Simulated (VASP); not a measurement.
The system is SnSe.

```
Sn Se
1.0
     3.31018    0.00000    0.00000
     0.00000    3.31018    0.00000
     0.00000    0.00000    3.31018
Sn Se
1 1
Direct
  0.00000 0.00000 0.00000
  0.50000 0.50000 0.50000
```

```yaml
Program: VASP 6.6.1
Task: relaxation of cell and atoms
Functional: PBE
Potentials_or_basis: VASP PAW PBE potentials, release 64 (Sn_d, Se)
Cutoff: 600 eV
k_mesh: 8 × 8 × 8
Occupations: fermi-dirac, width 0.02 eV
Spin: no spin polarisation
```

At the start: pressure 31.8 GPa; volume 18.14 Å³/atom.

How do energy, volume and symmetry change on relaxing?

Over 20 steps the energy falls by 504.8 meV/atom and the volume is 25.06 Å³/atom (+38.2 %); space group Pm-3m (No. 221, to 0.05 Å).

Step by step:
| step | energy change (eV) | largest force (eV/Å) | pressure (GPa) | volume (Å³) |
| --- | --- | --- | --- | --- |
| 1 | 0.0000 | 0.0000 | 31.79 | 36.27 |
| 2 | -0.8341 | 0.0000 | -5.74 | 58.63 |
| 3 | -1.0087 | 0.0000 | 0.59 | 49.57 |
| 4 | -1.0095 | 0.0000 | -0.18 | 50.25 |
| 5 | -1.0096 | 0.0000 | 0.16 | 49.94 |
| 6 | -1.0096 | 0.0000 | 0.17 | 49.94 |
| 7 | -1.0096 | 0.0000 | 0.15 | 49.95 |
| 8 | -1.0096 | 0.0000 | 0.15 | 49.95 |
| 9 | -1.0096 | 0.0000 | 0.15 | 49.95 |
| 10 | -1.0096 | 0.0000 | 0.15 | 49.95 |
| 11 | -1.0096 | 0.0000 | 0.15 | 49.95 |
| 12 | -1.0096 | 0.0000 | 0.16 | 49.95 |
| 13 | -1.0096 | 0.0000 | 0.16 | 49.95 |
| 14 | -1.0096 | 0.0000 | 0.16 | 49.95 |
| 15 | -1.0096 | 0.0000 | 0.15 | 49.95 |
| 16 | -1.0096 | 0.0000 | 0.14 | 49.96 |
| 17 | -1.0096 | 0.0000 | 0.13 | 49.97 |
| 18 | -1.0096 | 0.0000 | 0.11 | 49.99 |
| 19 | -1.0096 | 0.0000 | 0.06 | 50.03 |
| 20 | -1.0096 | 0.0000 | -0.03 | 50.11 |

Final structure:
```yaml
crystal:
  lattice:
    - [3.68682, 0.00000, 0.00000]
    - [0.00000, 3.68682, 0.00000]
    - [0.00000, 0.00000, 3.68682]
  atoms:
    - { symbol: Sn, position: [0.00000, 0.00000, 0.00000] }
    - { symbol: Se, position: [0.50000, 0.50000, 0.50000] }
```

Caveat: the volume moved by over 15 % at a fixed basis, so the end points are rough.
